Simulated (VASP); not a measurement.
# AlO2 (Cmcm) in VASP: further runs

AlO2 is run at these levels: PBEsol; tasks: single point.

Everything below comes from runs of VASP 6.6.1. Logs are shortened: lines on timing, memory, paths and dates and some standing lists are left out, and cuts for length are marked.

### 1 The cell of the first run

It takes space group Cmcm (No. 63, orthorhombic). The conventional cell has a = 2.910 Å, b = 9.835 Å, c = 3.590 Å, α = 90.00°, β = 90.00°, γ = 90.00°. Within 2.4 Å of Al (site symmetry m2m) lie 6 O at 1.84 to 1.96 Å. Within 2.5 Å of O (site symmetry m2m) lie 2 O at 1.88 Å and 2 Al at 1.96 Å. O (site symmetry m2m) has 4 Al at 1.84 to 1.96 Å and 4 O at 2.47 Å within 2.5 Å.

### 2 Single point, PBEsol

Input file INCAR:

```
PREC     = Accurate       # precision mode
ENCUT    = 520            # plane-wave cutoff, eV
EDIFF    = 1E-7           # SCF threshold, eV
ISMEAR   = -1             # smearing method
SIGMA    = 0.05           # smearing width, eV
LREAL    = False          # projectors in reciprocal space
LASPH    = True           # aspherical terms in the spheres
NELM     = 100            # most SCF steps
ALGO     = Normal         # electronic algorithm
ISIF     = 2              # what is computed and relaxed
LWAVE    = False          # write WAVECAR
LCHARG   = False          # write CHGCAR
GGA      = PS             # functional
NBANDS   = 24             # bands
```

Input file KPOINTS:

```
regular mesh
0
Gamma
  9 9 7
```

Input file POSCAR:

```
AlO2
1.0
    1.4550139788     -4.9175064370      0.0000000000
    1.4550139788      4.9175064370      0.0000000000
    0.0000000000      0.0000000000      3.5902516293
Al O
2 4
Direct
    0.6618068365      0.3381931635      0.7500000000
    0.3381931635      0.6618068365      0.2500000000
    0.0283881684      0.9716118316      0.7500000000
    0.9716118316      0.0283881684      0.2500000000
    0.2950145480      0.7049854520      0.7500000000
    0.7049854520      0.2950145480      0.2500000000
```

Potentials or basis: VASP PAW PBE potentials, release 64 (Al, O).

Command:

```sh
> cat potpaw_PBE.64/Al/POTCAR potpaw_PBE.64/O/POTCAR > POTCAR
> mpirun -np 1 vasp_std > vasp.out
```

OUTCAR:

```text
PREC = Accurate
   ENCUT = 520
   EDIFF = 1E-7
   ISMEAR = -1
   LREAL = False
   LASPH = True
   NELM = 100
   ISIF = 2
   GGA = PS

 ion  position               nearest neighbor table
   1  0.662  0.338  0.750-   6 1.84   6 1.84   5 1.96   5 1.96   3 1.96   3 1.96   2 2.89   2 2.89
                             2 2.89   2 2.89
   2  0.338  0.662  0.250-   5 1.84   5 1.84   6 1.96   6 1.96   4 1.96   4 1.96   1 2.89   1 2.89
                             1 2.89   1 2.89
   3  0.028  0.972  0.750-   4 1.88   4 1.88   1 1.96   1 1.96
   4  0.972  0.028  0.250-   3 1.88   3 1.88   2 1.96   2 1.96
   5  0.295  0.705  0.750-   2 1.84   2 1.84   1 1.96   1 1.96
   6  0.705  0.295  0.250-   1 1.84   1 1.84   2 1.96   2 1.96

  LATTYP: Found a base centered orthorhombic cell.
 ALAT       =     2.9100279576
 B/A-ratio  =     3.3796970398
 C/A-ratio  =     1.2337515933

  Lattice vectors:

 A1 = (   1.4550139788,  -4.9175064370,   0.0000000000)
 A2 = (   1.4550139788,   4.9175064370,   0.0000000000)
 A3 = (   0.0000000000,   0.0000000000,   3.5902516293)

Analysis of symmetry for initial positions (statically):
=====================================================================
 Subroutine PRICEL returns:
 Original cell was already a primitive cell.

 Routine SETGRP: Setting up the symmetry group for a
 base centered orthorhombic supercell.

 Subroutine GETGRP returns: Found  8 space group operations
 (whereof  4 operations were pure point group operations)
 out of a pool of  8 trial point group operations.

The static configuration has the point symmetry C_2h.
 The point group associated with its full space group is D_2h.

Analysis of symmetry for dynamics (positions and initial velocities):
=====================================================================
 Subroutine PRICEL returns:
 Original cell was already a primitive cell.

 Routine SETGRP: Setting up the symmetry group for a
 base centered orthorhombic supercell.

 Subroutine GETGRP returns: Found  8 space group operations
 (whereof  4 operations were pure point group operations)
 out of a pool of  8 trial point group operations.

The dynamic configuration has the point symmetry C_2h.
 The point group associated with its full space group is D_2h.

 Subroutine INISYM returns: Found  8 space group operations
 (whereof  4 operations are pure point group operations),
 and found     1 'primitive' translations

----------------------------------------------------------------------------------------

                                     Primitive cell

  volume of cell :      51.3768

  direct lattice vectors                    reciprocal lattice vectors
     1.455013979 -4.917506437  0.000000000     0.343639310 -0.101677549  0.000000000
     1.455013979  4.917506437  0.000000000     0.343639310  0.101677549  0.000000000
     0.000000000  0.000000000  3.590251629     0.000000000  0.000000000  0.278532009

  length of vectors
     5.128248749  5.128248749  3.590251629     0.358366153  0.358366153  0.278532009

  position of ions in fractional coordinates (direct lattice)
     0.661806836  0.338193164  0.750000000
     0.338193164  0.661806836  0.250000000
     0.028388168  0.971611832  0.750000000
     0.971611832  0.028388168  0.250000000
     0.295014548  0.704985452  0.750000000
     0.704985452  0.295014548  0.250000000

  ion indices of the primitive-cell ions
   primitive index   ion index
                 1           1
                 2           2
                 3           3
                 4           4
                 5           5
                 6           6

----------------------------------------------------------------------------------------

 KPOINTS: regular mesh

Automatic generation of k-mesh.
 Grid dimensions read from file:
 generate k-points for:    9    9    7

 Generating k-lattice:

  Cartesian coordinates                     Fractional coordinates (reciprocal lattice)
     0.038182146 -0.011297505  0.000000000     0.111111111  0.000000000  0.000000000
     0.038182146  0.011297505  0.000000000     0.000000000  0.111111111  0.000000000
     0.000000000  0.000000000  0.039790287     0.000000000  0.000000000  0.142857143

  Length of vectors
     0.039818461  0.039818461  0.039790287

  Shift w.r.t. Gamma in fractional coordinates (k-lattice)
     0.000000000  0.000000000  0.000000000

 Subroutine IBZKPT returns following result:
 ===========================================

 Found    100 irreducible k-points:

 Following reciprocal coordinates:
            Coordinates               Weight
  0.000000  0.000000  0.000000      1.000000
  0.111111  0.000000  0.000000      4.000000
  0.222222  0.000000  0.000000      4.000000
  0.333333  0.000000  0.000000      4.000000
  0.444444  0.000000  0.000000      4.000000
  0.111111  0.111111  0.000000      2.000000
[... 16 lines left out ...]
 -0.333333  0.333333  0.000000      2.000000
  0.444444  0.444444  0.000000      2.000000
 [... further k-points ...]
   k-points           NKPTS =    100   k-points in BZ     NKDIM =    100   number of bands    NBANDS=     24
   number of dos      NEDOS =    301   number of ions     NIONS =      6
   total plane-waves  NPLWV =  44800
   dimension x,y,z NGX =    40 NGY =   40 NGZ =   28
   dimension x,y,z NGXF=    80 NGYF=   80 NGZF=   56
   ions per type =               2   4
   NGX,Y,Z   is equivalent  to a cutoff of  12.97, 12.97, 12.97 a.u.
   NGXF,Y,Z  is equivalent  to a cutoff of  25.93, 25.93, 25.93 a.u.
 SYSTEM =  unknown system
   PREC   = accura    normal or accurate (medium, high low for compatibility)
   ISTART =      0    job   : 0-new  1-cont  2-samecut
   ICHARG =      2    charge: 1-file 2-atom 10-const
   ISPIN  =      1    spin polarized calculation?
   LNONCOLLINEAR =      F non collinear calculations
   LSORBIT =      F    spin-orbit coupling
   LASPH  =      T    aspherical Exc in radial PAW
   ENCUT  =  520.0 eV  38.22 Ry    6.18 a.u.   9.54  9.54  6.68*2*pi/ulx,y,z
   NELM   =    100;   NELMIN=  2; NELMDL= -5     # of ELM steps
   EDIFF  = 0.1E-06   stopping-criterion for ELM
   LREAL  =      F    real-space projection
   EDIFFG = 0.1E-05   stopping-criterion for IOM
   NSW    =      0    number of steps for IOM
   IBRION =     -1    ionic relax: 0-MD 1-quasi-New 2-CG
   NFREE  =      0    steps in history (QN), initial steepest desc. (CG)
   ISIF   =      2    stress and relaxation
   ISYM   =      2    0-nonsym 1-usesym 2-fastsym
   POTIM  = 0.5000    time-step for ionic-motion
   TEBEG  =    0.0;   TEEND  =   0.0 temperature during run
   PSTRESS=    0.0 pullay stress
   NELECT =      30.0000    total number of electrons
   NUPDOWN=      -1.0000    fix difference up-down
   EMIN   =  10.00;   EMAX   =-10.00  energy-range for DOS
   EFERMI =   0.00;   METHOD = LEGACY
   ISMEAR =    -1;   SIGMA  =   0.05  broadening in eV -4-tet -1-fermi 0-gaus
   EFERMI_NEDOS =   21; number of points for ismear=-14 and -15
   IALGO  =     38    algorithm
   IMIX   =      4    mixing-type and parameters
     AMIX     =   0.40;   BMIX     =  1.00
     AMIX_MAG =   1.60;   BMIX_MAG =  1.00
  volume/ion in A,a.u.               =       8.56        57.78
  Fermi-wavevector in a.u.,A,eV,Ry     =   1.368337  2.585781 25.474798  1.872345
  Thomas-Fermi vector in A             =   2.494310
   LORBIT       =      0    0 simple, 1 ext, 2 COOP (PROOUT), +10 PAW based schemes
   GGA     = PS    functional components
   LHFCALC =     F    Hartree Fock is set to
   AEXX    =    0.0000 exact exchange contribution
   IVDW    =     0    specifies the selected vdW correction
   LEPSILON=     F    determine dielectric tensor
   LRPA    =     F    only Hartree local field effects (RPA)
 non-spin polarized calculation
  energy-cutoff  :      520.00
  volume of cell :       51.38
 maximum number of plane-waves:      1411
 NGX is ok and might be reduce to    40
   NGX = 19   NGY = 19   NGZ = 13

 number of electron      30.0000011 magnetization

 Free energy of the ion-electron system (eV)
  ---------------------------------------------------
  ext. energy  EPLUGINS =         0.00000000
  ---------------------------------------------------
  free energy    TOTEN  =       -42.54333826 eV

  energy without entropy =      -42.54333110  energy(sigma->0) =      -42.54333468

 E-fermi :   6.2435     XC(G=0): -11.8680

 val. band max:        5.7395973675   @ k =   0.2222   0.1111   0.4286
 cond. band min:       6.7158238147   @ k =   0.0000   0.0000   0.4286
 fundamental gap:      0.9762264471
 Fermi energy:         6.2435461865

 k-point     1 :       0.0000    0.0000    0.0000
  band No.  band energies     occupation
      1     -14.4821      2.00000
      2     -12.7029      2.00000
      3     -10.5497      2.00000
      4      -9.8330      2.00000
      5      -1.1255      2.00000
      6      -0.1099      2.00000
[... 16 lines left out ...]
     23      19.6673      0.00000
     24      21.4843      0.00000

 k-point     2 :       0.1111    0.0000    0.0000
  band No.  band energies     occupation
      1     -14.3739      2.00000
      2     -12.6659      2.00000
      3     -10.5866      2.00000
      4      -9.7827      2.00000
      5      -1.0113      2.00000
      6      -0.0727      2.00000
[... 16 lines left out ...]
     23      19.4007      0.00000
     24      20.0731      0.00000

 k-point     3 :       0.2222    0.0000    0.0000
  band No.  band energies     occupation
      1     -14.0787      2.00000
      2     -12.5504      2.00000
      3     -10.7252      2.00000
      4      -9.6534      2.00000
      5      -0.6997      2.00000
      6      -0.0249      2.00000
[... 16 lines left out ...]
     23      18.6951      0.00000
     24      19.0296      0.00000
[... 514 lines left out ...]
 k-point    23 :      -0.3333    0.3333    0.0000
  band No.  band energies     occupation
      1     -14.1575      2.00000
      2     -13.2462      2.00000
      3     -10.5037      2.00000
      4      -9.6935      2.00000
      5      -0.8026      2.00000
      6      -0.0089      2.00000
[... 16 lines left out ...]
     23      19.9289      0.00000
     24      20.4943      0.00000

 k-point    24 :       0.4444    0.4444    0.0000
  band No.  band energies     occupation
      1     -13.8516      2.00000
      2     -13.4437      2.00000
      3     -10.5401      2.00000
      4      -9.6202      2.00000
      5      -0.4349      2.00000
      6      -0.2512      2.00000
[... 16 lines left out ...]
     23      20.1005      0.00000
     24      20.1708      0.00000

 [... further k-points ...]

------------------------ aborting loop because EDIFF is reached ----------------------------------------

  FORCE on cell =-STRESS in cart. coord.  units (eV):
  Direction    XX          YY          ZZ          XY          YZ          ZX
  --------------------------------------------------------------------------------------
  -------------------------------------------------------------------------------------
  Total        0.2550838      0.2165859      0.2499076      0.0000000      0.0000000      0.0000000
  in kB        7.9547492      6.7541982      7.7933306      0.0000000      0.0000000      0.0000000
  external PRESSURE =       7.5007593 kB  Pullay stress =       0.0000000 kB

 VOLUME and BASIS-vectors are now :
 -----------------------------------------------------------------------------
  energy-cutoff  :      520.00
  volume of cell :       51.38
      direct lattice vectors                 reciprocal lattice vectors
     1.455013979 -4.917506437  0.000000000     0.343639310 -0.101677549  0.000000000
     1.455013979  4.917506437  0.000000000     0.343639310  0.101677549  0.000000000
     0.000000000  0.000000000  3.590251629     0.000000000  0.000000000  0.278532009

 POSITION                                       TOTAL-FORCE (eV/Angst)
 -----------------------------------------------------------------------------------
      1.45501     -1.59137      2.69269         0.000000      0.039444     -0.000000
      1.45501      1.59137      0.89756         0.000000     -0.039444     -0.000000
      1.45501      4.63831      2.69269         0.000000      0.037344     -0.000000
      1.45501     -4.63831      0.89756         0.000000     -0.037344     -0.000000
      1.45501      2.01603      2.69269         0.000000     -0.031441      0.000000
      1.45501     -2.01603      0.89756         0.000000      0.031441      0.000000
 -----------------------------------------------------------------------------------
    total drift:                                0.000000     -0.000000      0.000000

  FREE ENERGIE OF THE ION-ELECTRON SYSTEM (eV)
  ---------------------------------------------------
  free  energy   TOTEN  =       -42.5433382641 eV

  energy  without entropy=      -42.5433311001  energy(sigma->0) =      -42.54333468
```

It took 2.1 min on 1 thread of AMD EPYC 9R45 (Zen 5), shared host; peak memory 0.22 GiB.

Results:

```
Free energy            : -42.5433 eV
Pressure               : 0.8 GPa
Largest force          : 0.039 eV/Å
Band gap on the k mesh : 0.98 eV (least direct gap 1.05 eV)
```

Forces on the atoms (eV/Å):
```
Al   0.000  0.039  0.000
Al   0.000 -0.039  0.000
O    0.000  0.037  0.000
O    0.000 -0.037  0.000
O    0.000 -0.031  0.000
O    0.000  0.031  0.000
```

Stress tensor (GPa, compression positive):
```
0.80 0.00 0.00
0.00 0.68 0.00
0.00 0.00 0.78
```

Caveat: the PAW data sets were made with another functional, which shifts forces and pressure a little. A k mesh can miss the band edges.

(Part 1 of 2 ends here.)
